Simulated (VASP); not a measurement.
Runs of VASP 6.6.1 on CuP. The structure is that of space group Fm-3m (No. 225), or close to it. The cells are those of the table. 

```tsv
cell	gap on the mesh (eV)	pressure (GPa)
a = 3.329 Å, angles 60.0°, 2 atoms	none	6.4
a = 3.397 Å, angles 60.0°, 2 atoms	none	-2.2
a = 3.419 Å, angles 60.0°, 2 atoms	none	(a)
a = 3.375 Å, angles 60.0°, 2 atoms	none	0.4
a = 3.352 Å, angles 60.0°, 2 atoms	none	(b)
```

Alike in all rows: task single point; level PBEsol; potentials or basis VASP PAW PBE potentials, release 64 (Cu, P); no spin polarisation; k mesh 12 × 12 × 12; cutoff (eV) 520; smearing gaussian 0.05 eV.

Task: Fill in the values left out.

Result: (a) -4.4; (b) 3.2.

Caveats: the PAW data sets were made with another functional, which shifts forces and pressure a little.

A gap of «none» marks levels without a gap at the run's occupations.
